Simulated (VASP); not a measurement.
# SiC in VASP: notebook, part 2 of 2

VASP 6.6.1. Earlier steps stand in the parts before.

**4. Single point, PBE (strain +0.050 along x and y, +0.050 along z)**

INCAR

```
SYSTEM = SiC
PREC     = Accurate       ! precision mode
ENCUT    = 520            ! plane-wave cutoff, eV
EDIFF    = 1E-6           ! SCF threshold, eV
ISMEAR   = 0              ! smearing method
SIGMA    = 0.05           ! smearing width, eV
LREAL    = .False.        ! projectors in reciprocal space
LASPH    = .True.         ! aspherical terms in the spheres
NELM     = 60             ! most SCF steps
ALGO     = Normal         ! electronic algorithm
ISIF     = 2              ! what is computed and relaxed
LWAVE    = .False.        ! write WAVECAR
LCHARG   = .False.        ! write CHGCAR
GGA      = PE             ! functional
NBANDS   = 11             ! bands
```

KPOINTS

```
Automatic mesh
0
Gamma
  10 10 10
  0 0 0
```

POSCAR

```
SiC
1.0
    0.0000000000      2.2993572998      2.2993572998
    2.2993572998      0.0000000000      2.2993572998
    2.2993572998      2.2993572998      0.0000000000
Si C
1 1
Direct
    0.0000000000      0.0000000000      0.0000000000
    0.7500000000      0.7500000000      0.7500000000
```

Potentials or basis: VASP PAW PBE potentials, release 64 (Si, C).

Started as:

```bash
cat potpaw_PBE.64/Si/POTCAR potpaw_PBE.64/C/POTCAR > POTCAR
mpirun -np 1 vasp_std > vasp.out
```

OUTCAR:

```text
SYSTEM = SiC
   PREC = Accurate
   ENCUT = 520
   EDIFF = 1E-6
   ISMEAR = 0
   LREAL = .False.
   LASPH = .True.
   NELM = 60
   ISIF = 2
   GGA = PE

 ion  position               nearest neighbor table
   1  0.000  0.000  0.000-   2 1.99   2 1.99   2 1.99   2 1.99
   2  0.750  0.750  0.750-   1 1.99   1 1.99   1 1.99   1 1.99

  LATTYP: Found a face centered cubic cell.
 ALAT       =     4.5987145996

  Lattice vectors:

 A1 = (   0.0000000000,   2.2993572998,   2.2993572998)
 A2 = (   2.2993572998,   0.0000000000,   2.2993572998)
 A3 = (   2.2993572998,   2.2993572998,   0.0000000000)

Analysis of symmetry for initial positions (statically):
=====================================================================
 Subroutine PRICEL returns:
 Original cell was already a primitive cell.

 Routine SETGRP: Setting up the symmetry group for a
 face centered cubic supercell.

 Subroutine GETGRP returns: Found 24 space group operations
 (whereof 24 operations were pure point group operations)
 out of a pool of 48 trial point group operations.

The static configuration has the point symmetry T_d .

Analysis of symmetry for dynamics (positions and initial velocities):
=====================================================================
 Subroutine PRICEL returns:
 Original cell was already a primitive cell.

 Routine SETGRP: Setting up the symmetry group for a
 face centered cubic supercell.

 Subroutine GETGRP returns: Found 24 space group operations
 (whereof 24 operations were pure point group operations)
 out of a pool of 48 trial point group operations.

The dynamic configuration has the point symmetry T_d .

 Subroutine INISYM returns: Found 24 space group operations
 (whereof 24 operations are pure point group operations),
 and found     1 'primitive' translations

----------------------------------------------------------------------------------------

                                     Primitive cell

  volume of cell :      24.3136

  direct lattice vectors                    reciprocal lattice vectors
     0.000000000  2.299357300  2.299357300    -0.217452068  0.217452068  0.217452068
     2.299357300  0.000000000  2.299357300     0.217452068 -0.217452068  0.217452068
     2.299357300  2.299357300  0.000000000     0.217452068  0.217452068 -0.217452068

  length of vectors
     3.251782278  3.251782278  3.251782278     0.376638030  0.376638030  0.376638030

  position of ions in fractional coordinates (direct lattice)
     0.000000000  0.000000000  0.000000000
     0.750000000  0.750000000  0.750000000

  ion indices of the primitive-cell ions
   primitive index   ion index
                 1           1
                 2           2

----------------------------------------------------------------------------------------

 KPOINTS: Automatic mesh

Automatic generation of k-mesh.
 Grid dimensions read from file:
 generate k-points for:   10   10   10

 Generating k-lattice:

  Cartesian coordinates                     Fractional coordinates (reciprocal lattice)
    -0.021745207  0.021745207  0.021745207     0.100000000  0.000000000  0.000000000
     0.021745207 -0.021745207  0.021745207     0.000000000  0.100000000  0.000000000
     0.021745207  0.021745207 -0.021745207     0.000000000  0.000000000  0.100000000

  Length of vectors
     0.037663803  0.037663803  0.037663803

  Shift w.r.t. Gamma in fractional coordinates (k-lattice)
     0.000000000  0.000000000  0.000000000

 Subroutine IBZKPT returns following result:
 ===========================================

 Found     47 irreducible k-points:

 Following reciprocal coordinates:
            Coordinates               Weight
  0.000000  0.000000  0.000000      1.000000
  0.100000  0.000000  0.000000      8.000000
  0.200000  0.000000  0.000000      8.000000
  0.300000  0.000000  0.000000      8.000000
  0.400000  0.000000  0.000000      8.000000
  0.500000  0.000000  0.000000      4.000000
[... 16 lines left out ...]
  0.300000  0.300000  0.000000      6.000000
  0.400000  0.300000  0.000000     24.000000
 [... further k-points ...]
   k-points           NKPTS =     47   k-points in BZ     NKDIM =     47   number of bands    NBANDS=     11
   number of dos      NEDOS =    301   number of ions     NIONS =      2
   total plane-waves  NPLWV =  13824
   dimension x,y,z NGX =    24 NGY =   24 NGZ =   24
   dimension x,y,z NGXF=    48 NGYF=   48 NGZF=   48
   ions per type =               1   1
   NGX,Y,Z   is equivalent  to a cutoff of  12.27, 12.27, 12.27 a.u.
   NGXF,Y,Z  is equivalent  to a cutoff of  24.54, 24.54, 24.54 a.u.
 SYSTEM =  SiC
   PREC   = accura    normal or accurate (medium, high low for compatibility)
   ISTART =      0    job   : 0-new  1-cont  2-samecut
   ICHARG =      2    charge: 1-file 2-atom 10-const
   ISPIN  =      1    spin polarized calculation?
   LNONCOLLINEAR =      F non collinear calculations
   LSORBIT =      F    spin-orbit coupling
   LASPH  =      T    aspherical Exc in radial PAW
   ENCUT  =  520.0 eV  38.22 Ry    6.18 a.u.   6.05  6.05  6.05*2*pi/ulx,y,z
   NELM   =     60;   NELMIN=  2; NELMDL= -5     # of ELM steps
   EDIFF  = 0.1E-05   stopping-criterion for ELM
   LREAL  =      F    real-space projection
   EDIFFG = 0.1E-04   stopping-criterion for IOM
   NSW    =      0    number of steps for IOM
   IBRION =     -1    ionic relax: 0-MD 1-quasi-New 2-CG
   NFREE  =      0    steps in history (QN), initial steepest desc. (CG)
   ISIF   =      2    stress and relaxation
   ISYM   =      2    0-nonsym 1-usesym 2-fastsym
   POTIM  = 0.5000    time-step for ionic-motion
   TEBEG  =    0.0;   TEEND  =   0.0 temperature during run
   PSTRESS=    0.0 pullay stress
   NELECT =       8.0000    total number of electrons
   NUPDOWN=      -1.0000    fix difference up-down
   EMIN   =  10.00;   EMAX   =-10.00  energy-range for DOS
   EFERMI =   0.00;   METHOD = LEGACY
   ISMEAR =     0;   SIGMA  =   0.05  broadening in eV -4-tet -1-fermi 0-gaus
   EFERMI_NEDOS =   21; number of points for ismear=-14 and -15
   IALGO  =     38    algorithm
   IMIX   =      4    mixing-type and parameters
     AMIX     =   0.40;   BMIX     =  1.00
     AMIX_MAG =   1.60;   BMIX_MAG =  1.00
  volume/ion in A,a.u.               =      12.16        82.04
  Fermi-wavevector in a.u.,A,eV,Ry     =   1.130199  2.135767 17.379408  1.277350
  Thomas-Fermi vector in A             =   2.266895
   LORBIT       =      0    0 simple, 1 ext, 2 COOP (PROOUT), +10 PAW based schemes
   GGA     = PE    functional components
   LHFCALC =     F    Hartree Fock is set to
   AEXX    =    0.0000 exact exchange contribution
   IVDW    =     0    specifies the selected vdW correction
   LEPSILON=     F    determine dielectric tensor
   LRPA    =     F    only Hartree local field effects (RPA)
 non-spin polarized calculation
 Gauss-broadening in eV      SIGMA  =   0.05
  energy-cutoff  :      520.00
  volume of cell :       24.31
 maximum number of plane-waves:       666
   NGX = 13   NGY = 13   NGZ = 13

 number of electron       8.0000000 magnetization

 Free energy of the ion-electron system (eV)
  ---------------------------------------------------
  ext. energy  EPLUGINS =         0.00000000
  ---------------------------------------------------
  free energy    TOTEN  =       -14.79006323 eV

  energy without entropy =      -14.79006323  energy(sigma->0) =      -14.79006323

 E-fermi :   6.6617     XC(G=0): -10.6647

 val. band max:        6.3954388108   @ k =   0.0000   0.0000   0.0000
 cond. band min:       7.8817391321   @ k =   0.5000   0.5000   0.0000
 fundamental gap:      1.4863003213
 Fermi energy:         6.6617023518

 k-point     1 :       0.0000    0.0000    0.0000
  band No.  band energies     occupation
      1      -7.7988      2.00000
      2       6.3954      2.00000
      3       6.3954      2.00000
      4       6.3954      2.00000
      5      10.7700      0.00000
      6      12.6701      0.00000
      7      12.6701      0.00000
      8      12.6701      0.00000
      9      20.0069      0.00000
     10      20.0069      0.00000
     11      20.5419      0.00000
[... 309 lines left out ...]
 k-point    24 :       0.4000    0.3000    0.0000
  band No.  band energies     occupation
      1      -5.0682      2.00000
      2       0.9733      2.00000
      3       3.5674      2.00000
      4       4.0256      2.00000
      5       9.1284      0.00000
      6      11.3590      0.00000
      7      16.4039      0.00000
      8      16.8572      0.00000
      9      18.4084      0.00000
     10      23.0661      0.00000
     11      25.1164      0.00000

 [... further k-points ...]
[... 5 lines left out ...]
  --------------------------------------------------------------------------------------
  -------------------------------------------------------------------------------------
  Total       -3.5219031     -3.5219031     -3.5219031     -0.0000000      0.0000000      0.0000000
  in kB     -232.0804769   -232.0804769   -232.0804769     -0.0000000      0.0000000      0.0000000
  external PRESSURE =    -232.0804769 kB  Pullay stress =       0.0000000 kB

 VOLUME and BASIS-vectors are now :
 -----------------------------------------------------------------------------
  energy-cutoff  :      520.00
  volume of cell :       24.31
      direct lattice vectors                 reciprocal lattice vectors
     0.000000000  2.299357300  2.299357300    -0.217452068  0.217452068  0.217452068
     2.299357300  0.000000000  2.299357300     0.217452068 -0.217452068  0.217452068
     2.299357300  2.299357300  0.000000000     0.217452068  0.217452068 -0.217452068

 POSITION                                       TOTAL-FORCE (eV/Angst)
 -----------------------------------------------------------------------------------
      0.00000      0.00000      0.00000         0.000000      0.000000      0.000000
      3.44904      3.44904      3.44904        -0.000000     -0.000000     -0.000000
 -----------------------------------------------------------------------------------
    total drift:                               -0.000000     -0.000000     -0.000000

  FREE ENERGIE OF THE ION-ELECTRON SYSTEM (eV)
  ---------------------------------------------------
  free  energy   TOTEN  =       -14.7900632344 eV

  energy  without entropy=      -14.7900632344  energy(sigma->0) =      -14.79006323
```

Wall time 7.3 s (1 thread of Intel Xeon Platinum 8488C (Sapphire Rapids), shared host); peak memory 0.14 GiB.

What came out:

```yaml
Free_energy: -14.7901 eV
Pressure: -23.2 GPa
Band_gap_on_the_k_mesh: 1.49 eV, indirect (least direct gap 4.36 eV)
```

Caveat: the cell differs from its parent crystal (strain +0.050 along x and y, +0.050 along z).

**5. Single point, PBE (strain -0.050 along x and y, -0.025 along z)**

Edit INCAR of step 4 so:

```diff
@@ -12,4 +12,6 @@
 LWAVE    = .False.        ! write WAVECAR
-LCHARG   = .False.        ! write CHGCAR
+LCHARG   = .True.         ! write CHGCAR
 GGA      = PE             ! functional
+LELF     = .True.         ! ELF
+LVHAR    = .True.       
 NBANDS   = 11             ! bands
```

KPOINTS is that of step 4.

POSCAR

```
SiC
1.0
    0.0000000000      2.0803708902      2.1351174926
    2.0803708902      0.0000000000      2.1351174926
    2.0803708902      2.0803708902      0.0000000000
Si C
1 1
Direct
    0.0000000000      0.0000000000      0.0000000000
    0.7500000000      0.7500000000      0.7500000000
```

Potentials or basis: VASP PAW PBE potentials, release 64 (Si, C).

Started as:

```bash
cat potpaw_PBE.64/Si/POTCAR potpaw_PBE.64/C/POTCAR > POTCAR
mpirun -np 1 vasp_std > vasp.out
```

OUTCAR:

```text
SYSTEM = SiC
   PREC = Accurate
   ENCUT = 520
   EDIFF = 1E-6
   ISMEAR = 0
   LREAL = .False.
   LASPH = .True.
   NELM = 60
   ISIF = 2
   GGA = PE

 ion  position               nearest neighbor table
   1  0.000  0.000  0.000-   2 1.82   2 1.82   2 1.82   2 1.82
   2  0.750  0.750  0.750-   1 1.82   1 1.82   1 1.82   1 1.82

  LATTYP: Found a body centered tetragonal cell.
 ALAT       =     2.9420887277
 C/A-ratio  =     1.4514297088

  Lattice vectors:

 A1 = (  -2.0803708902,   0.0000000000,   2.1351174926)
 A2 = (   2.0803708902,   0.0000000000,   2.1351174926)
 A3 = (   0.0000000000,   2.0803708902,  -2.1351174926)

Analysis of symmetry for initial positions (statically):
=====================================================================
 Subroutine PRICEL returns:
 Original cell was already a primitive cell.

 Routine SETGRP: Setting up the symmetry group for a
 body centered tetragonal supercell.

 Subroutine GETGRP returns: Found  8 space group operations
 (whereof  8 operations were pure point group operations)
 out of a pool of 16 trial point group operations.

The static configuration has the point symmetry D_2d.

Analysis of symmetry for dynamics (positions and initial velocities):
[... 164 lines left out ...]
 fundamental gap:      1.0972309948
 Fermi energy:         9.7040195659

 k-point     1 :       0.0000    0.0000    0.0000
  band No.  band energies     occupation
      1      -6.8914      2.00000
      2       9.3022      2.00000
      3       9.4913      2.00000
      4       9.4913      2.00000
      5      16.9962      0.00000
      6      17.5513      0.00000
      7      17.5513      0.00000
      8      17.6051      0.00000
      9      24.1555      0.00000
     10      25.0542      0.00000
     11      26.9018      0.00000
[... 309 lines left out ...]
 k-point    24 :       0.4000    0.3000    0.0000
  band No.  band energies     occupation
      1      -3.5420      2.00000
      2       3.5585      2.00000
      3       6.1335      2.00000
      4       6.8159      2.00000
      5      12.4813      0.00000
      6      15.8214      0.00000
      7      22.2581      0.00000
      8      22.5780      0.00000
      9      24.4068      0.00000
     10      28.7519      0.00000
     11      32.2728      0.00000

 [... further k-points ...]
[... 5 lines left out ...]
  --------------------------------------------------------------------------------------
  -------------------------------------------------------------------------------------
  Total        4.2683642      4.2683642      3.4508063      0.0000000      0.0000000      0.0000000
  in kB      370.0315403    370.0315403    299.1560966      0.0000000      0.0000000      0.0000000
  external PRESSURE =     346.4063924 kB  Pullay stress =       0.0000000 kB

 VOLUME and BASIS-vectors are now :
 -----------------------------------------------------------------------------
  energy-cutoff  :      520.00
  volume of cell :       18.48
      direct lattice vectors                 reciprocal lattice vectors
     0.000000000  2.080370890  2.135117493    -0.240341759  0.240341759  0.234179150
     2.080370890  0.000000000  2.135117493     0.240341759 -0.240341759  0.234179150
     2.080370890  2.080370890  0.000000000     0.240341759  0.240341759 -0.234179150

 POSITION                                       TOTAL-FORCE (eV/Angst)
 -----------------------------------------------------------------------------------
      0.00000      0.00000      0.00000         0.000000      0.000000     -0.000000
      3.12056      3.12056      3.20268         0.000000      0.000000      0.000000
 -----------------------------------------------------------------------------------
    total drift:                               -0.000000     -0.000000     -0.000000

  FREE ENERGIE OF THE ION-ELECTRON SYSTEM (eV)
  ---------------------------------------------------
  free  energy   TOTEN  =       -14.8072720729 eV

  energy  without entropy=      -14.8072720729  energy(sigma->0) =      -14.80727207
```

It took 13 s on 1 thread of Intel Xeon Platinum 8488C (Sapphire Rapids), shared host; peak memory 0.14 GiB.

What came out:

```
Free energy            : -14.8073 eV
Pressure               : 34.6 GPa
Band gap on the k mesh : 1.10 eV, indirect (least direct gap 4.61 eV)
```

Caveat: the cell differs from its parent crystal (strain -0.050 along x and y, -0.025 along z). A k mesh can miss the band edges.

**6. Overview**

```tsv
cell	gap on the mesh (eV)	pressure (GPa)
a = 3.020 Å, angles 60.0°, 2 atoms	1.30	18.6
a = 3.174 Å, angles 60.0°, 2 atoms	1.43	-13.6
a = 3.252 Å, angles 60.0°, 2 atoms	1.49	-23.2
a = 2.981, b = 2.981, c = 2.942 Å, angles 60.4, 60.4, 59.1°, 2 atoms	1.10	34.6
```

Alike in all rows: task single point; level PBE; potentials or basis VASP PAW PBE potentials, release 64 (Si, C); no spin polarisation; k mesh 10 × 10 × 10; cutoff (eV) 520; smearing gaussian 0.05 eV.

Total energies depend on the potentials used, so only differences within one code and one set of settings carry meaning.
